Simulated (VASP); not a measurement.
# NbCu (Fm-3m) in VASP: settings compared

The runs below take NbCu through relaxation of cell and atoms, with RPBE, revPBE.

All numbers are computed with VASP 6.6.1; they aren't measurements. Logs are shortened: lines on timing, memory, paths and dates and some standing lists are left out, and cuts for length are marked.

### Step 1. The cell of the first run

Symmetry: Fm-3m, No. 225, cubic system. The conventional cell has a = 5.124 Å, b = 5.124 Å, c = 5.124 Å, α = 90.00°, β = 90.00°, γ = 90.00°. Nb (site symmetry m-3m) has 6 Cu at 2.56 Å within 3.4 Å. Cu (site symmetry m-3m) has 6 Nb at 2.56 Å within 3.4 Å.

### Step 2. Relaxation of cell and atoms, RPBE

File INCAR:

```
SYSTEM = NbCu
  PREC = Accurate
  ENCUT = 600
  EDIFF = 1E-6
  ISMEAR = -1
  SIGMA = 0.05
  LREAL = .False.
  LASPH = .True.
  NELM = 100
  ALGO = Normal
  ISIF = 3
  LWAVE = .False.
  LCHARG = .False.
  GGA = RP
  IBRION = 2
  NSW = 60
  EDIFFG = -0.01
```

File KPOINTS:

```
Automatic mesh
0
Gamma
  9 9 9
  0 0 0
```

File POSCAR:

```
NbCu
1.0
    0.0000000000      2.5622100000      2.5622100000
    2.5622100000      0.0000000000      2.5622100000
    2.5622100000      2.5622100000      0.0000000000
Nb Cu
1 1
Direct
    0.0000000000      0.0000000000      0.0000000000
    0.5000000000      0.5000000000      0.5000000000
```

Potentials or basis: VASP PAW PBE potentials, release 64 (Nb_sv, Cu).

Launch:

```
> cat potpaw_PBE.64/Nb_sv/POTCAR potpaw_PBE.64/Cu/POTCAR > POTCAR
> mpirun -np 1 vasp_std > vasp.out
```

OUTCAR:

```text
SYSTEM = NbCu
   PREC = Accurate
   ENCUT = 600
   EDIFF = 1E-6
   ISMEAR = -1
   LREAL = .False.
   LASPH = .True.
   NELM = 100
   ISIF = 3
   GGA = RP
   IBRION = 2
   NSW = 60
   EDIFFG = -0.01

 ion  position               nearest neighbor table
   1  0.000  0.000  0.000-   2 2.56   2 2.56   2 2.56   2 2.56   2 2.56   2 2.56
   2  0.500  0.500  0.500-   1 2.56   1 2.56   1 2.56   1 2.56   1 2.56   1 2.56

  LATTYP: Found a face centered cubic cell.
 ALAT       =     5.1244200000

  Lattice vectors:

 A1 = (   0.0000000000,   2.5622100000,   2.5622100000)
 A2 = (   2.5622100000,   0.0000000000,   2.5622100000)
 A3 = (   2.5622100000,   2.5622100000,   0.0000000000)

Analysis of symmetry for initial positions (statically):
=====================================================================
 Subroutine PRICEL returns:
 Original cell was already a primitive cell.

 Routine SETGRP: Setting up the symmetry group for a
 face centered cubic supercell.

 Subroutine GETGRP returns: Found 48 space group operations
 (whereof 48 operations were pure point group operations)
 out of a pool of 48 trial point group operations.

The static configuration has the point symmetry O_h .

Analysis of symmetry for dynamics (positions and initial velocities):
=====================================================================
 Subroutine PRICEL returns:
 Original cell was already a primitive cell.

 Routine SETGRP: Setting up the symmetry group for a
 face centered cubic supercell.

 Subroutine GETGRP returns: Found 48 space group operations
 (whereof 48 operations were pure point group operations)
 out of a pool of 48 trial point group operations.

The dynamic configuration has the point symmetry O_h .

 Subroutine INISYM returns: Found 48 space group operations
 (whereof 48 operations are pure point group operations),
 and found     1 'primitive' translations

----------------------------------------------------------------------------------------

                                     Primitive cell

  volume of cell :      33.6414

  direct lattice vectors                    reciprocal lattice vectors
     0.000000000  2.562210000  2.562210000    -0.195144036  0.195144036  0.195144036
     2.562210000  0.000000000  2.562210000     0.195144036 -0.195144036  0.195144036
     2.562210000  2.562210000  0.000000000     0.195144036  0.195144036 -0.195144036

  length of vectors
     3.623512132  3.623512132  3.623512132     0.337999385  0.337999385  0.337999385

  position of ions in fractional coordinates (direct lattice)
     0.000000000  0.000000000  0.000000000
     0.500000000  0.500000000  0.500000000

  ion indices of the primitive-cell ions
   primitive index   ion index
                 1           1
                 2           2

----------------------------------------------------------------------------------------

 KPOINTS: Automatic mesh

Automatic generation of k-mesh.
 Grid dimensions read from file:
 generate k-points for:    9    9    9

 Generating k-lattice:

  Cartesian coordinates                     Fractional coordinates (reciprocal lattice)
    -0.021682671  0.021682671  0.021682671     0.111111111  0.000000000  0.000000000
     0.021682671 -0.021682671  0.021682671     0.000000000  0.111111111  0.000000000
     0.021682671  0.021682671 -0.021682671     0.000000000  0.000000000  0.111111111

  Length of vectors
     0.037555487  0.037555487  0.037555487

  Shift w.r.t. Gamma in fractional coordinates (k-lattice)
     0.000000000  0.000000000  0.000000000

 Subroutine IBZKPT returns following result:
 ===========================================

 Found     35 irreducible k-points:

 Following reciprocal coordinates:
            Coordinates               Weight
  0.000000  0.000000  0.000000      1.000000
  0.111111  0.000000  0.000000      8.000000
  0.222222  0.000000  0.000000      8.000000
  0.333333  0.000000  0.000000      8.000000
  0.444444  0.000000  0.000000      8.000000
  0.111111  0.111111  0.000000      6.000000
[... 16 lines left out ...]
 -0.333333  0.333333  0.000000     12.000000
  0.444444  0.444444  0.000000      6.000000
 [... further k-points ...]
   k-points           NKPTS =     35   k-points in BZ     NKDIM =     35   number of bands    NBANDS=     16
   number of dos      NEDOS =    301   number of ions     NIONS =      2
   total plane-waves  NPLWV =  27000
   dimension x,y,z NGX =    30 NGY =   30 NGZ =   30
   dimension x,y,z NGXF=    60 NGYF=   60 NGZF=   60
   ions per type =               1   1
   NGX,Y,Z   is equivalent  to a cutoff of  13.76, 13.76, 13.76 a.u.
   NGXF,Y,Z  is equivalent  to a cutoff of  27.53, 27.53, 27.53 a.u.
 SYSTEM =  NbCu
   PREC   = accura    normal or accurate (medium, high low for compatibility)
   ISTART =      0    job   : 0-new  1-cont  2-samecut
   ICHARG =      2    charge: 1-file 2-atom 10-const
   ISPIN  =      1    spin polarized calculation?
   LNONCOLLINEAR =      F non collinear calculations
   LSORBIT =      F    spin-orbit coupling
   LASPH  =      T    aspherical Exc in radial PAW
   ENCUT  =  600.0 eV  44.10 Ry    6.64 a.u.   7.24  7.24  7.24*2*pi/ulx,y,z
   NELM   =    100;   NELMIN=  2; NELMDL= -5     # of ELM steps
   EDIFF  = 0.1E-05   stopping-criterion for ELM
   LREAL  =      F    real-space projection
   EDIFFG = -.1E-01   stopping-criterion for IOM
   NSW    =     60    number of steps for IOM
   IBRION =      2    ionic relax: 0-MD 1-quasi-New 2-CG
   NFREE  =      1    steps in history (QN), initial steepest desc. (CG)
   ISIF   =      3    stress and relaxation
   ISYM   =      2    0-nonsym 1-usesym 2-fastsym
   POTIM  = 0.5000    time-step for ionic-motion
   TEBEG  =    0.0;   TEEND  =   0.0 temperature during run
   PSTRESS=    0.0 pullay stress
   NELECT =      24.0000    total number of electrons
   NUPDOWN=      -1.0000    fix difference up-down
   EMIN   =  10.00;   EMAX   =-10.00  energy-range for DOS
   EFERMI =   0.00;   METHOD = LEGACY
   ISMEAR =    -1;   SIGMA  =   0.05  broadening in eV -4-tet -1-fermi 0-gaus
   EFERMI_NEDOS =   21; number of points for ismear=-14 and -15
   IALGO  =     38    algorithm
   IMIX   =      4    mixing-type and parameters
     AMIX     =   0.40;   BMIX     =  1.00
     AMIX_MAG =   1.60;   BMIX_MAG =  1.00
  volume/ion in A,a.u.               =      16.82       113.51
  Fermi-wavevector in a.u.,A,eV,Ry     =   1.462808  2.764305 29.113827  2.139806
  Thomas-Fermi vector in A             =   2.578977
   LORBIT       =      0    0 simple, 1 ext, 2 COOP (PROOUT), +10 PAW based schemes
   GGA     = RP    functional components
   LHFCALC =     F    Hartree Fock is set to
   AEXX    =    0.0000 exact exchange contribution
   IVDW    =     0    specifies the selected vdW correction
   LEPSILON=     F    determine dielectric tensor
   LRPA    =     F    only Hartree local field effects (RPA)
 conjugate gradient relaxation of ions
 non-spin polarized calculation
  energy-cutoff  :      600.00
  volume of cell :       33.64
 maximum number of plane-waves:      1139
 NGX is ok and might be reduce to    30
   NGX = 15   NGY = 15   NGZ = 15

--------------------------------------- Ionic step        1  -------------------------------------------

 number of electron      24.0000009 magnetization

 Free energy of the ion-electron system (eV)
  ---------------------------------------------------
  ext. energy  EPLUGINS =         0.00000000
  ---------------------------------------------------
  free energy    TOTEN  =       -11.48093357 eV

  energy without entropy =      -11.45570866  energy(sigma->0) =      -11.46832112

------------------------ aborting loop because EDIFF is reached ----------------------------------------

  FORCE on cell =-STRESS in cart. coord.  units (eV):
  Direction    XX          YY          ZZ          XY          YZ          ZX
  --------------------------------------------------------------------------------------
  -------------------------------------------------------------------------------------
  Total        0.6470989      0.6470989      0.6470989     -0.0000000      0.0000000      0.0000000
  in kB       30.8181873     30.8181873     30.8181873     -0.0000000      0.0000000      0.0000000
  external PRESSURE =      30.8181873 kB  Pullay stress =       0.0000000 kB
[... 237 lines left out ...]
  energy  without entropy=      -11.4627200923  energy(sigma->0) =      -11.47558514

--------------------------------------- Ionic step        8  -------------------------------------------

 number of electron      23.9999997 magnetization

 Free energy of the ion-electron system (eV)
  ---------------------------------------------------
  ext. energy  EPLUGINS =         0.00000000
  ---------------------------------------------------
  free energy    TOTEN  =       -11.48847899 eV

  energy without entropy =      -11.46271590  energy(sigma->0) =      -11.47559745

 E-fermi :   8.2386     XC(G=0): -11.7049

 val. band max:        8.2294841124   @ k =   0.4444   0.3333   0.1111
 cond. band min:       8.2572856768   @ k =  -0.4444   0.4444   0.0000
 fundamental gap:      0.0278015644
 Fermi energy:         8.2386452884

 k-point     1 :       0.0000    0.0000    0.0000
  band No.  band energies     occupation
      1     -46.9525      2.00000
      2     -22.8931      2.00000
      3     -22.8931      2.00000
      4     -22.8931      2.00000
      5       1.3169      2.00000
      6       4.0790      2.00000
[... 8 lines left out ...]
     15      10.5295      0.00000
     16      17.0146      0.00000
[... 420 lines left out ...]
  band No.  band energies     occupation
      1     -46.9348      2.00000
      2     -23.0416      2.00000
      3     -22.9524      2.00000
      4     -22.9524      2.00000
      5       3.6770      2.00000
      6       3.9706      2.00000
[... 8 lines left out ...]
     15      11.0078      0.00000
     16      13.0920      0.00000

 [... further k-points ...]

------------------------ aborting loop because EDIFF is reached ----------------------------------------

  FORCE on cell =-STRESS in cart. coord.  units (eV):
  Direction    XX          YY          ZZ          XY          YZ          ZX
  --------------------------------------------------------------------------------------
  -------------------------------------------------------------------------------------
  Total        0.0041573      0.0041573      0.0041573      0.0000000      0.0000000     -0.0000000
  in kB        0.1935333      0.1935333      0.1935333      0.0000000      0.0000000     -0.0000000
  external PRESSURE =       0.1935333 kB  Pullay stress =       0.0000000 kB
[... 17 lines left out ...]
  FREE ENERGIE OF THE ION-ELECTRON SYSTEM (eV)
  ---------------------------------------------------
  free  energy   TOTEN  =       -11.4884789860 eV

  energy  without entropy=      -11.4627159049  energy(sigma->0) =      -11.47559745

 reached required accuracy - stopping structural energy minimisation
```

It took 86 s on 1 thread of Intel Xeon 6975P-C (Granite Rapids), shared host; peak memory 0.19 GiB.

What came out:

- Free energy: -11.4885 eV
- Relaxed volume: 17.21 Å³/atom
- Relaxed cell: a = 3.651 Å, b = 3.651 Å, c = 3.651 Å, α = 60.00°, β = 60.00°, γ = 60.00°
- Space group after relaxing (to 0.1 Å): Fm-3m (No. 225)
- Energy gained by relaxing: 3.8 meV/atom
- Ionic steps: 8
- Pressure after relaxing: 0.0 GPa
- Band gap on the k mesh: zero (bands 12 and 13 overlap by 1.78 eV)

Step by step:
```
step  energy change (eV)  largest force (eV/Å)  pressure (GPa)  volume (Å³)
   1              0.0000                0.0000            3.08        33.64
   2              0.0003                0.0000           -2.99        35.24
   3             -0.0075                0.0000            0.28        34.43
   4             -0.0075                0.0000           -0.27        34.50
   5             -0.0075                0.0000           -0.16        34.46
   6             -0.0075                0.0000           -0.16        34.45
   7             -0.0075                0.0000            0.20        34.37
   8             -0.0075                0.0000            0.02        34.42
```

Final structure:
```xyz
2
Lattice="0.0000 2.5817 2.5817 2.5817 0.0000 2.5817 2.5817 2.5817 0.0000" Properties=species:S:1:pos:R:3 pbc="T T T"
Nb    0.0000    0.0000    0.0000
Cu    2.5817    2.5817    2.5817
```

Levels at points of the mesh, in eV from the Fermi level:
```csv
k point,band 8,band 9,band 10,band 11,band 12,band 13,band 14,band 15,band 16
"(0.00, 0.00, 0.00)",-3.85,-3.85,-3.85,0.99,0.99,0.99,2.29,2.29,8.78
```

Caveat: the PAW data sets were made with another functional, which shifts forces and pressure a little.

### Step 3. Relaxation of cell and atoms, revPBE

File INCAR:

```
PREC = Accurate
ENCUT = 600
EDIFF = 1E-6
ISMEAR = -1
SIGMA = 0.05
LREAL = F
LASPH = T
NELM = 60
ALGO = Normal
ISIF = 3
LWAVE = F
LCHARG = F
GGA = RE
IBRION = 2
NSW = 60
EDIFFG = -0.01
```

File KPOINTS:

```
regular mesh
0
Gamma
  9 9 9
```

POSCAR is that of step 2.

Potentials or basis: VASP PAW PBE potentials, release 64 (Nb_sv, Cu).

Launch:

```
> cat potpaw_PBE.64/Nb_sv/POTCAR potpaw_PBE.64/Cu/POTCAR > POTCAR
> mpirun -np 1 vasp_std > vasp.out
```

Wall time 38 s (1 thread of Intel Xeon 6975P-C (Granite Rapids), shared host); peak memory 0.19 GiB.

Results (log left out):

* Free energy: -11.6928 eV
* Relaxed volume: 17.10 Å³/atom
* Relaxed cell: a = 3.644 Å, b = 3.644 Å, c = 3.644 Å, α = 60.00°, β = 60.00°, γ = 60.00°
* Space group after relaxing (to 0.1 Å): Fm-3m (No. 225)
* Energy gained by relaxing: 2.0 meV/atom
* Ionic steps: 3
* Pressure after relaxing: 0.0 GPa
* Band gap on the k mesh: zero (bands 12 and 13 overlap by 1.79 eV)

The path:
```csv
step,energy change (eV),largest force (eV/Å),pressure (GPa),volume (Å³)
1,0.0000,0.0000,2.19,33.64
2,0.0000,0.0000,-2.15,34.77
3,-0.0039,0.0000,0.01,34.20
```

Final structure:
```
Nb Cu
1.0
     0.00000    2.57639    2.57639
     2.57639    0.00000    2.57639
     2.57639    2.57639    0.00000
Nb Cu
1 1
Direct
  0.00000 0.00000 0.00000
  0.50000 0.50000 0.50000
```

Levels at points of the mesh, in eV from the Fermi level:
```
           k point  band 8  band 9  band 10  band 11  band 12  band 13  band 14  band 15  band 16
(0.00, 0.00, 0.00)   -3.88   -3.88    -3.88     1.00     1.00     1.00     2.32     2.32     8.80
```

Caveat: the PAW data sets were made with another functional, which shifts forces and pressure a little.
